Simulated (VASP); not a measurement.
A run of VASP 6.6.1:

The input INCAR:

```
SYSTEM = Sn
PREC     = Accurate       ! precision mode
ENCUT    = 520            ! plane-wave cutoff, eV
EDIFF    = 1E-7           ! SCF threshold, eV
ISMEAR   = 0              ! smearing method
SIGMA    = 0.15           ! smearing width, eV
LREAL    = .FALSE.        ! projectors in reciprocal space
LASPH    = .TRUE.         ! aspherical terms in the spheres
NELM     = 100            ! most SCF steps
ALGO     = Fast           ! electronic algorithm
ISIF     = 2              ! what is computed and relaxed
LWAVE    = .FALSE.        ! write WAVECAR
LCHARG   = .TRUE.         ! write CHGCAR
GGA      = PS             ! functional
LELF     = .TRUE.         ! ELF
LVHAR    = .TRUE.       
NBANDS   = 13             ! bands
```

Contents of KPOINTS:

```
regular mesh
0
G
  18 18 18
  0 0 0
```

POSCAR

```
Sn
1.0
   -1.7430796737      1.7430796737      1.8188657464
    1.7430796737     -1.7430796737      1.8188657464
    1.7430796737      1.7430796737     -1.8188657464
Sn
1
Direct
    0.0000000000      0.0000000000      0.0000000000
```

Potentials or basis: VASP PAW PBE potentials, release 64 (Sn_d).

The run is started by

```sh
$ cat potpaw_PBE.64/Sn_d/POTCAR > POTCAR
$ mpirun -np 1 vasp_std > vasp.out
```

Hardware: 1 thread of Intel(R) Xeon(R) 6975P-C (Granite Rapids), on a shared host.

**Question.** How long does it take, and how much memory?

**Answer.** Wall time 43 s on 1 thread of Intel(R) Xeon(R) 6975P-C (Granite Rapids), with other jobs on the host, peak memory 0.23 GiB. Counts: scf iterations 14, k points 480.
